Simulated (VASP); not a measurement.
# AgCl (F-43m) in VASP: a series of runs

AgCl is run at these levels: PBE-based global hybrid, PBE-based screened hybrid; tasks: single point.

Everything below comes from runs of VASP 6.6.1. Logs are shortened: lines on timing, memory, paths and dates and some standing lists are left out, and cuts for length are marked.

## (1) The cell of the first run

It takes space group F-43m (No. 216, cubic). Conventional cell: a = 5.986 Å, b = 5.986 Å, c = 5.986 Å, α = 90.00°, β = 90.00°, γ = 90.00°. Ag (site symmetry -43m) has 4 Cl at 2.59 Å within 3.4 Å. Cl (site symmetry -43m) has 4 Ag at 2.59 Å within 3.4 Å.

## (2) Single point, PBE-based global hybrid

POSCAR reads:

```
AgCl
1.0
    0.0000000000      2.9932461729      2.9932461729
    2.9932461729      0.0000000000      2.9932461729
    2.9932461729      2.9932461729      0.0000000000
Ag Cl
1 1
Direct
    0.0000000000      0.0000000000      0.0000000000
    0.2500000000      0.2500000000      0.2500000000
```

INCAR.step1 reads:

```
PREC = Accurate
ENCUT = 520
EDIFF = 1E-5
ISMEAR = 0
SIGMA = 0.01
LREAL = F
LASPH = T
NELM = 80
ALGO = Normal
ISIF = 2
LWAVE = T
LCHARG = F
GGA = PE
NBANDS = 16
```

INCAR.step2 reads:

```
PREC = Accurate
ENCUT = 520
EDIFF = 1E-7
ISMEAR = 0
SIGMA = 0.01
LREAL = F
LASPH = T
NELM = 80
ALGO = Normal
ISIF = 2
LWAVE = F
LCHARG = F
GGA = PE
LHFCALC = T
AEXX = 0.05
PRECFOCK = Normal
ISTART = 1
NBANDS = 16
```

KPOINTS reads:

```
regular mesh
0
Gamma
  4 4 4
```

Potentials or basis: VASP PAW PBE potentials, release 64 (Ag, Cl).

On the command line:

```bash
$ cat potpaw_PBE.64/Ag/POTCAR potpaw_PBE.64/Cl/POTCAR > POTCAR
$ cp INCAR.step1 INCAR
$ mpirun -np 1 vasp_std > vasp.out
$ cp INCAR.step2 INCAR
$ mpirun -np 1 vasp_std > vasp.out
```

OUTCAR:

```text
PREC = Accurate
   ENCUT = 520
   EDIFF = 1E-7
   ISMEAR = 0
   LREAL = F
   LASPH = T
   NELM = 80
   ISIF = 2
   GGA = PE
   LHFCALC = T
   AEXX = 0.05
   PRECFOCK = Normal
   ISTART = 1

 ion  position               nearest neighbor table
   1  0.000  0.000  0.000-   2 2.59   2 2.59   2 2.59   2 2.59
   2  0.250  0.250  0.250-   1 2.59   1 2.59   1 2.59   1 2.59

  LATTYP: Found a face centered cubic cell.
 ALAT       =     5.9864923458

  Lattice vectors:

 A1 = (   0.0000000000,   2.9932461729,   2.9932461729)
 A2 = (   2.9932461729,   0.0000000000,   2.9932461729)
 A3 = (   2.9932461729,   2.9932461729,   0.0000000000)

Analysis of symmetry for initial positions (statically):
=====================================================================
 Subroutine PRICEL returns:
 Original cell was already a primitive cell.

 Routine SETGRP: Setting up the symmetry group for a
 face centered cubic supercell.

 Subroutine GETGRP returns: Found 24 space group operations
 (whereof 24 operations were pure point group operations)
 out of a pool of 48 trial point group operations.

The static configuration has the point symmetry T_d .

Analysis of symmetry for dynamics (positions and initial velocities):
=====================================================================
 Subroutine PRICEL returns:
 Original cell was already a primitive cell.

 Routine SETGRP: Setting up the symmetry group for a
 face centered cubic supercell.

 Subroutine GETGRP returns: Found 24 space group operations
 (whereof 24 operations were pure point group operations)
 out of a pool of 48 trial point group operations.

The dynamic configuration has the point symmetry T_d .

 Subroutine INISYM returns: Found 24 space group operations
 (whereof 24 operations are pure point group operations),
 and found     1 'primitive' translations

----------------------------------------------------------------------------------------

                                     Primitive cell

  volume of cell :      53.6361

  direct lattice vectors                    reciprocal lattice vectors
     0.000000000  2.993246173  2.993246173    -0.167042726  0.167042726  0.167042726
     2.993246173  0.000000000  2.993246173     0.167042726 -0.167042726  0.167042726
     2.993246173  2.993246173  0.000000000     0.167042726  0.167042726 -0.167042726

  length of vectors
     4.233089333  4.233089333  4.233089333     0.289326488  0.289326488  0.289326488

  position of ions in fractional coordinates (direct lattice)
     0.000000000  0.000000000  0.000000000
     0.250000000  0.250000000  0.250000000

  ion indices of the primitive-cell ions
   primitive index   ion index
                 1           1
                 2           2

----------------------------------------------------------------------------------------

 KPOINTS: regular mesh

Automatic generation of k-mesh.
 Grid dimensions read from file:
 generate k-points for:    4    4    4

 Generating k-lattice:

  Cartesian coordinates                     Fractional coordinates (reciprocal lattice)
    -0.041760681  0.041760681  0.041760681     0.250000000  0.000000000  0.000000000
     0.041760681 -0.041760681  0.041760681     0.000000000  0.250000000  0.000000000
     0.041760681  0.041760681 -0.041760681     0.000000000  0.000000000  0.250000000

  Length of vectors
     0.072331622  0.072331622  0.072331622

  Shift w.r.t. Gamma in fractional coordinates (k-lattice)
     0.000000000  0.000000000  0.000000000

 Subroutine IBZKPT returns following result:
 ===========================================

 Found      8 irreducible k-points:

 Following reciprocal coordinates:
            Coordinates               Weight
  0.000000  0.000000  0.000000      1.000000
  0.250000  0.000000  0.000000      8.000000
  0.500000  0.000000  0.000000      4.000000
  0.250000  0.250000  0.000000      6.000000
  0.500000  0.250000  0.000000     24.000000
 -0.250000  0.250000  0.000000     12.000000
  0.500000  0.500000  0.000000      3.000000
 -0.250000  0.500000  0.250000      6.000000
   k-points           NKPTS =      8   k-points in BZ     NKDIM =     64   number of bands    NBANDS=     16
   number of dos      NEDOS =    301   number of ions     NIONS =      2
   total plane-waves  NPLWV =  32768
   dimension x,y,z NGX =    32 NGY =   32 NGZ =   32
   dimension x,y,z NGXF=    64 NGYF=   64 NGZF=   64
   ions per type =               1   1
   NGX,Y,Z   is equivalent  to a cutoff of  12.57, 12.57, 12.57 a.u.
   NGXF,Y,Z  is equivalent  to a cutoff of  25.13, 25.13, 25.13 a.u.
 SYSTEM =  unknown system
   PREC   = accura    normal or accurate (medium, high low for compatibility)
   ISTART =      1    job   : 0-new  1-cont  2-samecut
   ICHARG =      0    charge: 1-file 2-atom 10-const
   ISPIN  =      1    spin polarized calculation?
   LNONCOLLINEAR =      F non collinear calculations
   LSORBIT =      F    spin-orbit coupling
   LASPH  =      T    aspherical Exc in radial PAW
   ENCUT  =  520.0 eV  38.22 Ry    6.18 a.u.   7.87  7.87  7.87*2*pi/ulx,y,z
   NELM   =     80;   NELMIN=  2; NELMDL=  0     # of ELM steps
   EDIFF  = 0.1E-06   stopping-criterion for ELM
   LREAL  =      F    real-space projection
   EDIFFG = 0.1E-05   stopping-criterion for IOM
   NSW    =      0    number of steps for IOM
   IBRION =     -1    ionic relax: 0-MD 1-quasi-New 2-CG
   NFREE  =      0    steps in history (QN), initial steepest desc. (CG)
   ISIF   =      2    stress and relaxation
   ISYM   =      3    0-nonsym 1-usesym 2-fastsym
   POTIM  = 0.5000    time-step for ionic-motion
   TEBEG  =    0.0;   TEEND  =   0.0 temperature during run
   PSTRESS=    0.0 pullay stress
   NELECT =      18.0000    total number of electrons
   NUPDOWN=      -1.0000    fix difference up-down
   EMIN   =  10.00;   EMAX   =-10.00  energy-range for DOS
   EFERMI =   0.00;   METHOD = LEGACY
   ISMEAR =     0;   SIGMA  =   0.01  broadening in eV -4-tet -1-fermi 0-gaus
   EFERMI_NEDOS =   21; number of points for ismear=-14 and -15
   IALGO  =     38    algorithm
   IMIX   =      1    mixing-type and parameters
     AMIX     =   0.40;   BMIX     =  1.00
     AMIX_MAG =   1.60;   BMIX_MAG =  1.00
  volume/ion in A,a.u.               =      26.82       180.98
  Fermi-wavevector in a.u.,A,eV,Ry     =   1.137662  2.149869 17.609676  1.294275
  Thomas-Fermi vector in A             =   2.274367
   LORBIT       =      0    0 simple, 1 ext, 2 COOP (PROOUT), +10 PAW based schemes
   GGA     = PE    functional components
   LHFCALC =     T    Hartree Fock is set to
   PRECFOCK=normal    Normal, Fast or Accurate (Low or Medium for compatibility)
   ENCUT4O =  -1.0   cutoff for four orbital integrals eV
   NKREDX  =     1    reduce k-point grid by
   NKREDY  =     1    reduce k-point grid by
   NKREDZ  =     1    reduce k-point grid by
   AEXX    =    0.0500 exact exchange contribution
   HFSCREEN=    0.0000 screening length (either q_TF or 0.3 A-1)
   HFSCREENC=   0.0000 screening length for correlation (either q_TF or 0.3 A-1)
   ENCUTFOCK=  -1.0 apply spherical cutoff to Coloumb kernel
   IVDW    =     0    specifies the selected vdW correction
   LEPSILON=     F    determine dielectric tensor
   LRPA    =     F    only Hartree local field effects (RPA)
 non-spin polarized calculation
 Gauss-broadening in eV      SIGMA  =   0.01
  energy-cutoff  :      520.00
  volume of cell :       53.64
 maximum number of plane-waves:      1459
  NGX = 24; NGY = 24; NGZ = 24

 number of electron      17.9999995 magnetization

 Free energy of the ion-electron system (eV)
  ---------------------------------------------------
  ext. energy  EPLUGINS =         0.00000000
  ---------------------------------------------------
  free energy    TOTEN  =        -5.79141620 eV

  energy without entropy =       -5.79141620  energy(sigma->0) =       -5.79141620

 E-fermi :   1.5459     XC(G=0):  -8.1704

 val. band max:        1.4876605251   @ k =   0.0000   0.0000   0.0000
 cond. band min:       3.1688930103   @ k =   0.0000   0.0000   0.0000
 fundamental gap:      1.6812324852
 Fermi energy:         1.5459218444

 k-point     1 :       0.0000    0.0000    0.0000
  band No.  band energies     occupation
      1     -13.6039      2.00000
      2      -2.6785      2.00000
      3      -2.6785      2.00000
      4      -2.6785      2.00000
      5      -0.7287      2.00000
      6      -0.7287      2.00000
[... 8 lines left out ...]
     15      14.6173      0.00000
     16      14.8345      0.00000

 k-point     2 :       0.2500    0.0000    0.0000
  band No.  band energies     occupation
      1     -13.5129      2.00000
      2      -2.7577      2.00000
      3      -2.5743      2.00000
      4      -2.5743      2.00000
      5      -0.7277      2.00000
      6      -0.7277      2.00000
[... 8 lines left out ...]
     15      13.7878      0.00000
     16      14.3558      0.00000

 k-point     3 :       0.5000    0.0000    0.0000
  band No.  band energies     occupation
      1     -13.4201      2.00000
      2      -2.6916      2.00000
      3      -2.4784      2.00000
      4      -2.4784      2.00000
      5      -0.6632      2.00000
      6      -0.6632      2.00000
[... 8 lines left out ...]
     15      15.3824      0.00000
     16      15.3824      0.00000

 k-point     4 :       0.2500    0.2500    0.0000
  band No.  band energies     occupation
      1     -13.4832      2.00000
      2      -2.8890      2.00000
      3      -2.4604      2.00000
      4      -2.4604      2.00000
      5      -0.8291      2.00000
      6      -0.6541      2.00000
[... 8 lines left out ...]
     15      14.7436      0.00000
     16      17.3193      0.00000

 k-point     5 :       0.5000    0.2500    0.0000
  band No.  band energies     occupation
      1     -13.3913      2.00000
      2      -2.7773      2.00000
      3      -2.3414      2.00000
      4      -2.3237      2.00000
      5      -0.7334      2.00000
      6      -0.6404      2.00000
[... 8 lines left out ...]
     15      15.4530      0.00000
     16      15.9948      0.00000

 k-point     6 :      -0.2500    0.2500    0.0000
  band No.  band energies     occupation
      1     -13.4215      2.00000
      2      -2.6264      2.00000
      3      -2.5341      2.00000
      4      -2.4445      2.00000
      5      -0.7596      2.00000
      6      -0.6810      2.00000
[... 8 lines left out ...]
     15      14.7942      0.00000
     16      15.7841      0.00000

 k-point     7 :       0.5000    0.5000    0.0000
  band No.  band energies     occupation
      1     -13.3615      2.00000
      2      -2.9902      2.00000
      3      -2.1348      2.00000
      4      -2.1348      2.00000
      5      -0.6749      2.00000
      6      -0.5781      2.00000
[... 8 lines left out ...]
     15      14.9041      0.00000
     16      16.0671      0.00000

 k-point     8 :      -0.2500    0.5000    0.2500
  band No.  band energies     occupation
      1     -13.3612      2.00000
      2      -2.6425      2.00000
      3      -2.4543      2.00000
      4      -2.1256      2.00000
      5      -0.7928      2.00000
      6      -0.4934      2.00000
[... 8 lines left out ...]
     15      15.3190      0.00000
     16      15.6287      0.00000

------------------------ aborting loop because EDIFF is reached ----------------------------------------

  FORCE on cell =-STRESS in cart. coord.  units (eV):
  Direction    XX          YY          ZZ          XY          YZ          ZX
  --------------------------------------------------------------------------------------
  -------------------------------------------------------------------------------------
  Total        0.3596220      0.3596220      0.3596220      0.0000000     -0.0000000      0.0000000
  in kB       10.7423569     10.7423569     10.7423569      0.0000000     -0.0000000      0.0000000
  external PRESSURE =      10.7423569 kB  Pullay stress =       0.0000000 kB

 VOLUME and BASIS-vectors are now :
 -----------------------------------------------------------------------------
  energy-cutoff  :      520.00
  volume of cell :       53.64
      direct lattice vectors                 reciprocal lattice vectors
     0.000000000  2.993246173  2.993246173    -0.167042726  0.167042726  0.167042726
     2.993246173  0.000000000  2.993246173     0.167042726 -0.167042726  0.167042726
     2.993246173  2.993246173  0.000000000     0.167042726  0.167042726 -0.167042726

 POSITION                                       TOTAL-FORCE (eV/Angst)
 -----------------------------------------------------------------------------------
      0.00000      0.00000      0.00000        -0.000000      0.000000     -0.000000
      1.49662      1.49662      1.49662         0.000000     -0.000000      0.000000
 -----------------------------------------------------------------------------------
    total drift:                               -0.000001      0.000021      0.000001

  FREE ENERGIE OF THE ION-ELECTRON SYSTEM (eV)
  ---------------------------------------------------
  free  energy   TOTEN  =        -5.7914162025 eV

  energy  without entropy=       -5.7914162025  energy(sigma->0) =       -5.79141620
```

Run time: 6.9 min. Hardware: 1 thread of AMD EPYC 7R43 (Zen 3), shared host; peak memory 0.15 GiB.

Results:

| Property | Result |
| --- | --- |
| Free energy | -5.7914 eV |
| Pressure | 1.1 GPa |
| Band gap on the k mesh | 1.68 eV, direct |

Caveat: the k points lie up to 0.45 Å⁻¹ apart; the PAW data sets were made with another functional, which shifts forces and pressure a little.

## (3) Single point, PBE-based screened hybrid

POSCAR is that of step 2.

INCAR.step1 reads:

```
SYSTEM = AgCl
PREC = Accurate
ENCUT = 520
EDIFF = 1E-5
ISMEAR = 0
SIGMA = 0.01
LREAL = .False.
LASPH = .True.
NELM = 60
ALGO = Normal
ISIF = 2
LWAVE = .True.
LCHARG = .False.
GGA = PE
NBANDS = 16
```

INCAR.step2 reads:

```
SYSTEM = AgCl
PREC = Accurate
ENCUT = 520
EDIFF = 1E-6
ISMEAR = 0
SIGMA = 0.01
LREAL = .False.
LASPH = .True.
NELM = 60
ALGO = Normal
ISIF = 2
LWAVE = .False.
LCHARG = .False.
GGA = PE
LHFCALC = .True.
AEXX = 0.75
HFSCREEN = 0.2078
PRECFOCK = Normal
ISTART = 1
NBANDS = 16
```

KPOINTS reads:

```
regular mesh
0
Gamma
  4 4 4
  0 0 0
```

Potentials or basis: VASP PAW PBE potentials, release 64 (Ag, Cl).

On the command line:

```bash
$ cat potpaw_PBE.64/Ag/POTCAR potpaw_PBE.64/Cl/POTCAR > POTCAR
$ cp INCAR.step1 INCAR
$ mpirun -np 1 vasp_std > vasp.out
$ cp INCAR.step2 INCAR
$ mpirun -np 1 vasp_std > vasp.out
```

Wall time 9.2 min (1 thread of AMD EPYC 7R43 (Zen 3), shared host); peak memory 0.25 GiB.

The run converged. Its results:

| Quantity | Value |
| --- | --- |
| Free energy | -9.4781 eV |
| Pressure | 0.9 GPa |
| Band gap on the k mesh | 5.73 eV, direct |

Levels at points of the mesh, in eV from the valence-band top:
```csv
k point,band 6,band 7,band 8,band 9,band 10,band 11,band 12,band 13
"(0.00, 0.00, 0.00)",-3.35,0.00,0.00,0.00,5.73,12.99,12.99,12.99
"(0.50, 0.00, 0.00)",-3.30,-3.21,-0.70,-0.70,8.57,11.22,13.22,13.22
"(0.50, 0.50, 0.00)",-3.22,-2.36,-1.78,-1.78,8.91,10.65,13.15,16.01
```

Caveat: the k points lie up to 0.45 Å⁻¹ apart; the PAW data sets were made with another functional, which shifts forces and pressure a little.
